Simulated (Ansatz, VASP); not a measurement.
## One calculation of HfNbSe4, two programs

Contents of INCAR:

```
  PREC = Accurate
  ENCUT = 600
  EDIFF = 1E-6
  ISMEAR = 0
  SIGMA = 0.1
  LREAL = False
  LASPH = True
  NELM = 100
  ALGO = Normal
  ISIF = 3
  LWAVE = False
  LCHARG = False
  GGA = PE
  IBRION = 2
  NSW = 90
  EDIFFG = -0.04
```

File KPOINTS:

```
Automatic mesh
0
Gamma
  4 4 4
```

Contents of POSCAR:

```
HfNbSe4
1.0
    0.0000000000      4.1216973600      4.1216973600
    4.1216973600      0.0000000000      4.1216973600
    4.1216973600      4.1216973600      0.0000000000
Hf Nb Se
1 1 4
Direct
    0.0000000000      0.0000000000      0.0000000000
    0.7500000000      0.7500000000      0.7500000000
    0.8765038300      0.3744987200      0.3744987200
    0.3744987200      0.3744987200      0.3744987200
    0.3744987200      0.8765038300      0.3744987200
    0.3744987200      0.3744987200      0.8765038300
```

Input for Ansatz:

```yaml
crystal:
  lattice:
    - [0.0, 4.12169736, 4.12169736]
    - [4.12169736, 0.0, 4.12169736]
    - [4.12169736, 4.12169736, 0.0]
  atoms:
    - { symbol: Hf, position: [0.0, 0.0, 0.0] }
    - { symbol: Nb, position: [0.75, 0.75, 0.75] }
    - { symbol: Se, position: [0.87650383, 0.37449872, 0.37449872] }
    - { symbol: Se, position: [0.37449872, 0.37449872, 0.37449872] }
    - { symbol: Se, position: [0.37449872, 0.87650383, 0.37449872] }
    - { symbol: Se, position: [0.37449872, 0.37449872, 0.87650383] }
basis:
  ecutwfc: 420
kpoints:
  mp_grid: { grid: [4, 4, 4] }
hamiltonian:
  xc: pbe
scf:
  occupations: { method: gaussian, width: 0.1 }
  lower_state_search: "off"
output:
  forces: true
  stress: true
  eigenvalues: true
relax:
  adjacent_minimum: "off"
  f_tol: 0.04
  max_steps: 70
  cell: { stress_tol: 0.4 }
```

Change from the starting cell: species swapped into the ZrCu4Ag type (F-43m, No. 216).

Alike in both runs: task relaxation of cell and atoms; functional PBE; k mesh 4 × 4 × 4; occupations gaussian, width 0.1 eV; no spin polarisation.

|  | VASP | Ansatz |
| --- | --- | --- |
| version | VASP 6.6.1 | Ansatz 0.2.0 |
| potentials or method | VASP PAW PBE potentials, release 64 (Hf_pv, Nb_sv, Se), cutoff 600 eV | scalar-relativistic, plane waves, PAW |
| valence electrons in the cell | 47 | 103 |

```csv
,VASP,Ansatz,Ansatz less VASP
"gap on the k mesh at the Fermi level, each at its own relaxed structure (eV)",none,none,-
relaxed volume (Å³/atom),20.17,20.17,+0.001
relaxed cell length with the largest relative difference (Å),5.552,5.553,+0.0001
```

A gap of «none» marks a metal or a gap that the smearing closes. VASP's potentials hold 47 valence electrons a cell and Ansatz's 103, so a difference there can come from the potentials and not from the codes.

Spin-orbit coupling is off throughout.
